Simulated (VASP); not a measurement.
# K (Cmmm) in VASP: further runs

The runs below take K through single point, with PBE.

Everything below comes from runs of VASP 6.6.1. Logs are shortened: lines on timing, memory, paths and dates and some standing lists are left out, and cuts for length are marked.

### Step 1. The cell of the first run

It takes space group Cmmm (No. 65, orthorhombic). Conventional cell: a = 8.650 Å, b = 8.665 Å, c = 11.281 Å, α = 90.00°, β = 90.00°, γ = 90.00°. K (site symmetry 2) has 7 K at 4.31 to 4.64 Å within 5.7 Å.

### Step 2. Single point, PBE

Input file INCAR:

```
SYSTEM = K
PREC = Accurate ; ENCUT = 520
EDIFF = 1E-6 ; ISMEAR = 0
SIGMA = 0.1 ; LREAL = .False.
LASPH = .True. ; NELM = 80
ALGO = Fast ; ISIF = 2
LWAVE = .False. ; LCHARG = .True.
GGA = PE ; LELF = .True.
LVHAR = .True. ; NBANDS = 30
```

Input file KPOINTS:

```
Automatic mesh
0
Gamma
  6 6 4
  0 0 0
```

Input file POSCAR:

```
K
1.0
    4.3323395249     -4.3250944124      0.0000000000
    4.3323395249      4.3250944124      0.0000000000
    0.0000000000      0.0000000000     11.2814817263
K
5
Direct
    0.5000000000      0.0000000000      0.3087858474
    0.0000000000      0.5000000000      0.6912141526
    0.0000000000      0.5000000000      0.3087858474
    0.5000000000      0.0000000000      0.6912141526
    0.0000000000      0.0000000000      0.0000000000
```

Potentials or basis: VASP PAW PBE potentials, release 64 (K_sv).

Command:

```bash
$ cat potpaw_PBE.64/K_sv/POTCAR > POTCAR
$ mpirun -np 1 vasp_std > vasp.out
```

OUTCAR:

```text
SYSTEM = K
   PREC = Accurate
   ENCUT = 520
   EDIFF = 1E-6
   ISMEAR = 0
   LREAL = .False.
   LASPH = .True.
   NELM = 80
   ISIF = 2
   GGA = PE

 ion  position               nearest neighbor table
   1  0.500  0.000  0.309-
   2  0.000  0.500  0.691-
   3  0.000  0.500  0.309-
   4  0.500  0.000  0.691-
   5  0.000  0.000  0.000-

  LATTYP: Found a base centered orthorhombic cell.
 ALAT       =     8.6501888248
 B/A-ratio  =     1.0016751340
 C/A-ratio  =     1.3041890709

  Lattice vectors:

 A1 = (  -4.3323395249,  -4.3250944124,   0.0000000000)
 A2 = (   4.3323395249,  -4.3250944124,   0.0000000000)
 A3 = (   0.0000000000,   0.0000000000,  11.2814817263)

Analysis of symmetry for initial positions (statically):
=====================================================================
 Subroutine PRICEL returns:
 Original cell was already a primitive cell.

 Routine SETGRP: Setting up the symmetry group for a
 base centered orthorhombic supercell.

 Subroutine GETGRP returns: Found  8 space group operations
 (whereof  8 operations were pure point group operations)
 out of a pool of  8 trial point group operations.

The static configuration has the point symmetry D_2h.

Analysis of symmetry for dynamics (positions and initial velocities):
=====================================================================
 Subroutine PRICEL returns:
 Original cell was already a primitive cell.

 Routine SETGRP: Setting up the symmetry group for a
 base centered orthorhombic supercell.

 Subroutine GETGRP returns: Found  8 space group operations
 (whereof  8 operations were pure point group operations)
 out of a pool of  8 trial point group operations.

The dynamic configuration has the point symmetry D_2h.

 Subroutine INISYM returns: Found  8 space group operations
 (whereof  8 operations are pure point group operations),
 and found     1 'primitive' translations

----------------------------------------------------------------------------------------

                                     Primitive cell

  volume of cell :     422.7798

  direct lattice vectors                    reciprocal lattice vectors
[... 90 lines left out ...]
   LASPH  =      T    aspherical Exc in radial PAW
   ENCUT  =  520.0 eV  38.22 Ry    6.18 a.u.  11.38 11.38 20.98*2*pi/ulx,y,z
   NELM   =     80;   NELMIN=  2; NELMDL= -5     # of ELM steps
   EDIFF  = 0.1E-05   stopping-criterion for ELM
   LREAL  =      F    real-space projection
   EDIFFG = 0.1E-04   stopping-criterion for IOM
   NSW    =      0    number of steps for IOM
   IBRION =     -1    ionic relax: 0-MD 1-quasi-New 2-CG
   NFREE  =      0    steps in history (QN), initial steepest desc. (CG)
   ISIF   =      2    stress and relaxation
   ISYM   =      2    0-nonsym 1-usesym 2-fastsym
   POTIM  = 0.5000    time-step for ionic-motion
   TEBEG  =    0.0;   TEEND  =   0.0 temperature during run
   PSTRESS=    0.0 pullay stress
   NELECT =      45.0000    total number of electrons
   NUPDOWN=      -1.0000    fix difference up-down
   EMIN   =  10.00;   EMAX   =-10.00  energy-range for DOS
   EFERMI =   0.00;   METHOD = LEGACY
   ISMEAR =     0;   SIGMA  =   0.10  broadening in eV -4-tet -1-fermi 0-gaus
   EFERMI_NEDOS =   21; number of points for ismear=-14 and -15
   IALGO  =     68    algorithm
   IMIX   =      4    mixing-type and parameters
     AMIX     =   0.40;   BMIX     =  1.00
     AMIX_MAG =   1.60;   BMIX_MAG =  1.00
  volume/ion in A,a.u.               =      84.56       570.61
  Fermi-wavevector in a.u.,A,eV,Ry     =   0.775844  1.466132  8.189803  0.601934
  Thomas-Fermi vector in A             =   1.878196
   LORBIT       =      0    0 simple, 1 ext, 2 COOP (PROOUT), +10 PAW based schemes
   GGA     = PE    functional components
   LHFCALC =     F    Hartree Fock is set to
   AEXX    =    0.0000 exact exchange contribution
   IVDW    =     0    specifies the selected vdW correction
   LEPSILON=     F    determine dielectric tensor
   LRPA    =     F    only Hartree local field effects (RPA)
 non-spin polarized calculation
 RMM-DIIS sequential band-by-band and
 Gauss-broadening in eV      SIGMA  =   0.10
  energy-cutoff  :      520.00
  volume of cell :      422.78
 maximum number of plane-waves:     11420
 NGX is ok and might be reduce to    48
   NGX = 23   NGY = 23   NGZ = 41

 number of electron      45.0000006 magnetization

 Free energy of the ion-electron system (eV)
  ---------------------------------------------------
  ext. energy  EPLUGINS =         0.00000000
  ---------------------------------------------------
  free energy    TOTEN  =        -4.68657769 eV

  energy without entropy =       -4.65963630  energy(sigma->0) =       -4.67310700

 E-fermi :  -0.3444     XC(G=0):  -5.2847

 val. band max:       -0.3635733842   @ k =   0.5000   0.1667   0.2500
 cond. band min:      -0.3296573330   @ k =   0.5000   0.5000   0.0000
 fundamental gap:      0.0339160512
 Fermi energy:        -0.3443648688

 k-point     1 :       0.0000    0.0000    0.0000
  band No.  band energies     occupation
      1     -32.7066      2.00000
      2     -32.7044      2.00000
      3     -32.6988      2.00000
      4     -32.6968      2.00000
      5     -32.6795      2.00000
      6     -16.2204      2.00000
[... 781 lines left out ...]
     29       0.9556      0.00000
     30       1.1465      0.00000

 [... further k-points ...]

------------------------ aborting loop because EDIFF is reached ----------------------------------------

  FORCE on cell =-STRESS in cart. coord.  units (eV):
  Direction    XX          YY          ZZ          XY          YZ          ZX
  --------------------------------------------------------------------------------------
  -------------------------------------------------------------------------------------
  Total       -0.0449575     -0.0193007     -0.0153623      0.0000000      0.0000000      0.0000000
  in kB       -0.1703721     -0.0731425     -0.0582174      0.0000000      0.0000000      0.0000000
  external PRESSURE =      -0.1005774 kB  Pullay stress =       0.0000000 kB

 VOLUME and BASIS-vectors are now :
 -----------------------------------------------------------------------------
  energy-cutoff  :      520.00
  volume of cell :      422.78
      direct lattice vectors                 reciprocal lattice vectors
     4.332339525 -4.325094412  0.000000000     0.115411084 -0.115604413  0.000000000
     4.332339525  4.325094412  0.000000000     0.115411084  0.115604413  0.000000000
     0.000000000  0.000000000 11.281481726     0.000000000  0.000000000  0.088640839

 POSITION                                       TOTAL-FORCE (eV/Angst)
 -----------------------------------------------------------------------------------
      2.16617     -2.16255      3.48356         0.000000     -0.000000     -0.000930
      2.16617      2.16255      7.79792        -0.000000      0.000000      0.000930
      2.16617      2.16255      3.48356         0.000000      0.000000     -0.000930
      2.16617     -2.16255      7.79792        -0.000000     -0.000000      0.000930
      0.00000      0.00000      0.00000        -0.000000      0.000000      0.000000
 -----------------------------------------------------------------------------------
    total drift:                                0.000000     -0.000000      0.000000

  FREE ENERGIE OF THE ION-ELECTRON SYSTEM (eV)
  ---------------------------------------------------
  free  energy   TOTEN  =        -4.6865776922 eV

  energy  without entropy=       -4.6596363044  energy(sigma->0) =       -4.67310700
```

stdout:

```text
POSCAR found type information on POSCAR K
 POSCAR found :  1 types and       5 ions
 scaLAPACK will be used
 LDA part: xc-table for (Slater+PW92), standard interpolation
 POSCAR, INCAR and KPOINTS ok, starting setup
 FFT: planning ... GRIDC
 FFT: planning ... GRID_SOFT
 FFT: planning ... GRID
 WAVECAR not read
 entering main loop
```

Wall time 12 min (1 thread of Intel Xeon Platinum 8259CL at 2.50GHz (Skylake/Cascade Lake), shared host); peak memory 0.65 GiB.

Results:

| Property | Result |
| --- | --- |
| Free energy | -4.6866 eV |
| Pressure | 0.0 GPa |
| Band gap on the k mesh | zero (an odd number of electrons rules out a gap without spin polarisation) |

Levels at points of the mesh, in eV from the Fermi level:
| k point | band 20 | band 21 | band 22 | band 23 | band 24 | band 25 |
| --- | --- | --- | --- | --- | --- | --- |
| (0.00, 0.00, 0.00) | -15.79 | -2.03 | -0.92 | -0.53 | 1.13 | 1.78 |
| (0.50, 0.00, 0.00) | -15.79 | -1.03 | -0.83 | 0.07 | 0.22 | 0.27 |
| (0.50, 0.50, 0.00) | -15.79 | -0.03 | 0.01 | 0.02 | 0.27 | 0.89 |
| (0.00, 0.00, 0.50) | -15.80 | -1.78 | -1.61 | 0.64 | 0.72 | 1.30 |
| (0.50, 0.00, 0.50) | -15.79 | -0.72 | -0.72 | -0.67 | -0.35 | 1.30 |
| (0.50, 0.50, 0.50) | -15.79 | 0.15 | 0.21 | 0.21 | 0.29 | 0.38 |

### Step 3. Single point, PBE

Input file INCAR:

```
PREC = Accurate ; ENCUT = 520
EDIFF = 1E-6 ; ISMEAR = 0
SIGMA = 0.1 ; LREAL = False
LASPH = True ; NELM = 60
ALGO = Fast ; ISIF = 2
LWAVE = False ; LCHARG = False
GGA = PE ; NBANDS = 30
```

Input file KPOINTS:

```
Automatic mesh
0
Gamma
  6 6 4
```

Input file POSCAR:

```
K
1.0
    4.3323394467     -4.3250944370      0.0000000000
    4.3323394467      4.3250944370      0.0000000000
    0.0000000000      0.0000000000     11.2814817476
K
5
Direct
    0.5000000000      0.0000000000      0.3087858463
    0.0000000000      0.5000000000      0.6912141537
    0.0000000000      0.5000000000      0.3087858463
    0.5000000000      0.0000000000      0.6912141537
    0.0000000000      0.0000000000      0.0000000000
```

Potentials or basis: VASP PAW PBE potentials, release 64 (K_sv).

Command:

```bash
$ cat potpaw_PBE.64/K_sv/POTCAR > POTCAR
$ mpirun -np 1 vasp_std > vasp.out
```

OUTCAR:

```text
PREC = Accurate
   ENCUT = 520
   EDIFF = 1E-6
   ISMEAR = 0
   LREAL = False
   LASPH = True
   NELM = 60
   ISIF = 2
   GGA = PE

 ion  position               nearest neighbor table
   1  0.500  0.000  0.309-
   2  0.000  0.500  0.691-
   3  0.000  0.500  0.309-
   4  0.500  0.000  0.691-
   5  0.000  0.000  0.000-

  LATTYP: Found a base centered orthorhombic cell.
 ALAT       =     8.6501888740
 B/A-ratio  =     1.0016751102
 C/A-ratio  =     1.3041890659

  Lattice vectors:

 A1 = (  -4.3323394467,  -4.3250944370,   0.0000000000)
 A2 = (   4.3323394467,  -4.3250944370,   0.0000000000)
 A3 = (   0.0000000000,   0.0000000000,  11.2814817476)

Analysis of symmetry for initial positions (statically):
=====================================================================
 Subroutine PRICEL returns:
 Original cell was already a primitive cell.

 Routine SETGRP: Setting up the symmetry group for a
 base centered orthorhombic supercell.

 Subroutine GETGRP returns: Found  8 space group operations
 (whereof  8 operations were pure point group operations)
[... 171 lines left out ...]

 E-fermi :  -0.3444     XC(G=0):  -5.2847

 val. band max:       -0.3635733704   @ k =   0.5000   0.1667   0.2500
 cond. band min:      -0.3296572411   @ k =   0.5000   0.5000   0.0000
 fundamental gap:      0.0339161293
 Fermi energy:        -0.3443648478

 k-point     1 :       0.0000    0.0000    0.0000
  band No.  band energies     occupation
      1     -32.7066      2.00000
      2     -32.7044      2.00000
      3     -32.6988      2.00000
      4     -32.6968      2.00000
      5     -32.6795      2.00000
      6     -16.2204      2.00000
[... 781 lines left out ...]
     29       0.9556      0.00000
     30       1.1465      0.00000

 [... further k-points ...]

------------------------ aborting loop because EDIFF is reached ----------------------------------------

  FORCE on cell =-STRESS in cart. coord.  units (eV):
  Direction    XX          YY          ZZ          XY          YZ          ZX
  --------------------------------------------------------------------------------------
  -------------------------------------------------------------------------------------
  Total       -0.0449571     -0.0193007     -0.0153622     -0.0000000      0.0000000      0.0000000
  in kB       -0.1703706     -0.0731424     -0.0582170     -0.0000000      0.0000000      0.0000000
  external PRESSURE =      -0.1005767 kB  Pullay stress =       0.0000000 kB

 VOLUME and BASIS-vectors are now :
 -----------------------------------------------------------------------------
  energy-cutoff  :      520.00
  volume of cell :      422.78
      direct lattice vectors                 reciprocal lattice vectors
     4.332339447 -4.325094437  0.000000000     0.115411086 -0.115604412  0.000000000
     4.332339447  4.325094437  0.000000000     0.115411086  0.115604412  0.000000000
     0.000000000  0.000000000 11.281481748     0.000000000  0.000000000  0.088640838

 POSITION                                       TOTAL-FORCE (eV/Angst)
 -----------------------------------------------------------------------------------
      2.16617     -2.16255      3.48356        -0.000000     -0.000000     -0.000930
      2.16617      2.16255      7.79792         0.000000     -0.000000      0.000930
      2.16617      2.16255      3.48356         0.000000      0.000000     -0.000930
      2.16617     -2.16255      7.79792        -0.000000      0.000000      0.000930
      0.00000      0.00000      0.00000        -0.000000      0.000000      0.000000
 -----------------------------------------------------------------------------------
    total drift:                                0.000000     -0.000000     -0.000000

  FREE ENERGIE OF THE ION-ELECTRON SYSTEM (eV)
  ---------------------------------------------------
  free  energy   TOTEN  =        -4.6865776929 eV

  energy  without entropy=       -4.6596363052  energy(sigma->0) =       -4.67310700
```

OSZICAR:

```text
N       E                     dE             d eps       ncg     rms          rms(c)
DAV:   1     0.341003288476E+03    0.34100E+03   -0.17959E+04  2476   0.116E+03
DAV:   2     0.234798982770E+02   -0.31752E+03   -0.31246E+03  2696   0.331E+02
DAV:   3    -0.284123670349E+01   -0.26321E+02   -0.26056E+02  3424   0.760E+01
DAV:   4    -0.462528172308E+01   -0.17840E+01   -0.17719E+01  3640   0.178E+01
DAV:   5    -0.469500961999E+01   -0.69728E-01   -0.69711E-01  3760   0.287E+00    0.399E+00
RMM:   6    -0.468826791446E+01    0.67417E-02   -0.12066E-02  2952   0.581E-01    0.248E+00
RMM:   7    -0.468583309962E+01    0.24348E-02   -0.23017E-02  3012   0.665E-01    0.161E-01
RMM:   8    -0.468628024629E+01   -0.44715E-03   -0.41319E-03  3329   0.307E-01    0.569E-02
RMM:   9    -0.468648339462E+01   -0.20315E-03   -0.13519E-03  3805   0.122E-01    0.347E-02
RMM:  10    -0.468653435368E+01   -0.50959E-04   -0.38994E-04  4266   0.605E-02    0.121E-02
RMM:  11    -0.468655681897E+01   -0.22465E-04   -0.18303E-04  4278   0.388E-02    0.508E-03
RMM:  12    -0.468656646279E+01   -0.96438E-05   -0.88889E-05  3907   0.268E-02    0.260E-03
RMM:  13    -0.468657183453E+01   -0.53717E-05   -0.47687E-05  3577   0.193E-02    0.190E-03
RMM:  14    -0.468657492371E+01   -0.30892E-05   -0.25222E-05  3211   0.144E-02    0.155E-03
RMM:  15    -0.468657687921E+01   -0.19555E-05   -0.16019E-05  2911   0.107E-02    0.988E-04
RMM:  16    -0.468657769291E+01   -0.81370E-06   -0.89407E-06  2545   0.806E-03
   1 F= -.46865777E+01 E0= -.46731070E+01  d E =-.269414E-01
```

stdout:

```text
POSCAR found type information on POSCAR K
 POSCAR found :  1 types and       5 ions
 scaLAPACK will be used
 LDA part: xc-table for (Slater+PW92), standard interpolation
 POSCAR, INCAR and KPOINTS ok, starting setup
 FFT: planning ... GRIDC
 FFT: planning ... GRID_SOFT
 FFT: planning ... GRID
 WAVECAR not read
 entering main loop
```

Wall time 11 min (1 thread of Intel Xeon 8259CL, shared host); peak memory 0.66 GiB.

Results:

```yaml
Free_energy: -4.6866 eV
Pressure: 0.0 GPa
Band_gap_on_the_k_mesh: zero (an odd number of electrons rules out a gap without spin polarisation)
```

Levels at points of the mesh, in eV from the Fermi level:
| k point | band 20 | band 21 | band 22 | band 23 | band 24 | band 25 |
| --- | --- | --- | --- | --- | --- | --- |
| (0.00, 0.00, 0.00) | -15.79 | -2.03 | -0.92 | -0.53 | 1.13 | 1.78 |
| (0.50, 0.00, 0.00) | -15.79 | -1.03 | -0.83 | 0.07 | 0.22 | 0.27 |
| (0.50, 0.50, 0.00) | -15.79 | -0.03 | 0.01 | 0.02 | 0.27 | 0.89 |
| (0.00, 0.00, 0.50) | -15.80 | -1.78 | -1.61 | 0.64 | 0.72 | 1.30 |
| (0.50, 0.00, 0.50) | -15.79 | -0.72 | -0.72 | -0.67 | -0.35 | 1.30 |
| (0.50, 0.50, 0.50) | -15.79 | 0.15 | 0.21 | 0.21 | 0.29 | 0.38 |

### Step 4. Single point, PBE (87.09 Å³/atom)

This run uses another cell than the first one, of 87.09 Å³/atom.

Input file INCAR:

```
ALGO = Fast ; EDIFF = 1E-6
ENCUT = 520 ; GGA = PE
ISIF = 2 ; ISMEAR = 0
LASPH = True ; LCHARG = False
LREAL = False ; LWAVE = False
NBANDS = 30 ; NELM = 60
PREC = Accurate ; SIGMA = 0.1
```

Input file KPOINTS:

```
k-points
0
Gamma
  6 6 4
```

POSCAR, as its differences from that of step 3:

```diff
@@ -2,5 +2,5 @@
 1.0
-    4.3323394467     -4.3250944370      0.0000000000
-    4.3323394467      4.3250944370      0.0000000000
-    0.0000000000      0.0000000000     11.2814817476
+    4.3752366865     -4.3679199393      0.0000000000
+    4.3752366865      4.3679199393      0.0000000000
+    0.0000000000      0.0000000000     11.3931868514
 K
```

Command:

```bash
$ cat potpaw_PBE.64/K_sv/POTCAR > POTCAR
$ mpirun -np 1 vasp_std > vasp.out
```

Wall time 12 min (1 thread of Intel Xeon 8259CL, shared host); peak memory 0.7 GiB.

The run converged. Its results:

| Quantity | Value |
| --- | --- |
| Free energy | -4.6838 eV |
| Pressure | -0.1 GPa |
| Band gap on the k mesh | zero (an odd number of electrons rules out a gap without spin polarisation) |

Levels at points of the mesh, in eV from the Fermi level:
```
           k point  band 19  band 20  band 21  band 22  band 23  band 24  band 25  band 26
(0.00, 0.00, 0.00)   -15.81   -15.81    -1.99    -0.91    -0.52     1.15     1.79     1.80
(0.50, 0.00, 0.00)   -15.83   -15.81    -1.02    -0.81     0.06     0.21     0.27     0.47
(0.50, 0.50, 0.00)   -15.81   -15.80    -0.03     0.01     0.02     0.27     0.88     0.90
(0.00, 0.00, 0.50)   -15.81   -15.81    -1.75    -1.58     0.63     0.71     1.31     1.57
(0.50, 0.00, 0.50)   -15.82   -15.81    -0.71    -0.71    -0.66    -0.34     1.29     1.37
(0.50, 0.50, 0.50)   -15.81   -15.80     0.14     0.19     0.20     0.29     0.38     0.47
```

(Part 1 of 2 ends here.)

The gap in the log of VASP goes by the Fermi energy; the results here count the filled bands.